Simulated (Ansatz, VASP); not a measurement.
Two plane-wave programs on Sc

```xyz
1
Lattice="0.0000 2.3137 2.3137 2.3137 0.0000 2.3137 2.3137 2.3137 0.0000" Properties=species:S:1:pos:R:3 pbc="T T T"
Sc    0.0000    0.0000    0.0000
```

Alike in both runs: task single point; functional RPBE; k mesh 13 × 13 × 13; occupations fermi-dirac, width 0.1 eV; no spin polarisation.

|  | VASP | Ansatz |
| --- | --- | --- |
| version | VASP 6.6.1 | Ansatz 0.2.0 |
| potentials or method | VASP PAW PBE potentials, release 64 (Sc_sv), cutoff 520 eV | plane waves (420 eV) with PAW, scalar-relativistic |
| valence electrons in the cell | 11 | 11 |

```csv
,VASP,Ansatz,Ansatz less VASP
pressure (GPa),2.1,2.1,-0.03
```

VASP's potentials were made for PBE, not for RPBE. With one functional, cell and mesh, what is left measures potentials, basis and numerics.
